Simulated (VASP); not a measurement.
Crystal: LiCl.

```
Li Cl
1.0
     0.00000    2.48242    2.61305
     2.48242    0.00000    2.61305
     2.48242    2.48242    0.00000
Li Cl
1 1
Direct
  0.00000 0.00000 0.00000
  0.50000 0.50000 0.50000
```

This cell differs from its parent crystal: epitaxial xy strain -2.9%.

Base run:

| Property | Result |
| --- | --- |
| Program | VASP 6.6.1 |
| Functional | r2SCAN |
| Potentials or basis | VASP PAW PBE potentials, release 64 (Li_sv, Cl) |
| Cutoff | 520 eV |
| k mesh | 8 × 8 × 8 |
| Occupations | gaussian, width 0.01 eV |
| Spin | no spin polarisation |

Its results: band gap on the k mesh 7.50 eV (least direct gap 7.52 eV).

Problem. The run is repeated on the same cell with these changes: functional from r2SCAN to PBE; occupations from gaussian, width 0.01 eV to fermi-dirac, width 0.02 eV. What comes out?

Solution. Band gap on the k mesh 6.54 eV.

A k mesh can miss the band edges.
